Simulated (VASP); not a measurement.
SrO (kk07):

```
CELL_PARAMETERS angstrom
4.27547 0.00000 0.00000
-2.13773 3.70266 0.00000
0.00000 0.00000 5.15559
ATOMIC_POSITIONS crystal
Sr 0.33333 0.66667 0.75000
Sr 0.66667 0.33333 0.25000
O 0.33333 0.66667 0.25000
O 0.66667 0.33333 0.75000
```

* Program: VASP 6.6.1
* Task: relaxation of cell and atoms
* Functional: LDA
* Potentials or basis: VASP PAW LDA potentials, release 64 (Sr_sv, O)
* Cutoff: 600 eV
* k mesh: 12 × 12 × 8
* Occupations: gaussian, width 0.02 eV
* Spin: no spin polarisation

At the start: pressure -4.0 GPa; volume 20.40 Å³/atom.

Q: How do energy, volume and symmetry change on relaxing?

A: Over 8 steps the energy falls by 14.3 meV/atom and the volume is 19.32 Å³/atom (-5.3 %); space group P6_3/mmc (No. 194, to 0.05 Å).

The path:
| step | energy change (eV) | largest force (eV/Å) | pressure (GPa) | volume (Å³) |
| --- | --- | --- | --- | --- |
| 1 | 0.0000 | 0.0000 | -4.04 | 81.62 |
| 2 | -0.0480 | 0.0000 | 1.86 | 75.69 |
| 3 | -0.0573 | 0.0000 | -0.01 | 77.31 |
| 4 | -0.0572 | 0.0000 | -0.10 | 77.39 |
| 5 | -0.0573 | 0.0000 | -0.09 | 77.38 |
| 6 | -0.0573 | 0.0000 | -0.09 | 77.37 |
| 7 | -0.0573 | 0.0000 | 0.05 | 77.25 |
| 8 | -0.0573 | 0.0000 | 0.00 | 77.29 |

Final structure:
```cif
data_structure
_symmetry_space_group_name_H-M 'P 1'
_symmetry_Int_Tables_number 1
_cell_length_a 4.1995
_cell_length_b 4.1995
_cell_length_c 5.0608
_cell_angle_alpha 90.000
_cell_angle_beta 90.000
_cell_angle_gamma 120.000
_cell_volume 77.29
loop_
_atom_site_label
_atom_site_type_symbol
_atom_site_fract_x
_atom_site_fract_y
_atom_site_fract_z
_atom_site_occupancy
Sr1 Sr 0.33333 0.66667 0.75000 1
Sr2 Sr 0.66667 0.33333 0.25000 1
O1 O 0.33333 0.66667 0.25000 1
O2 O 0.66667 0.33333 0.75000 1
```
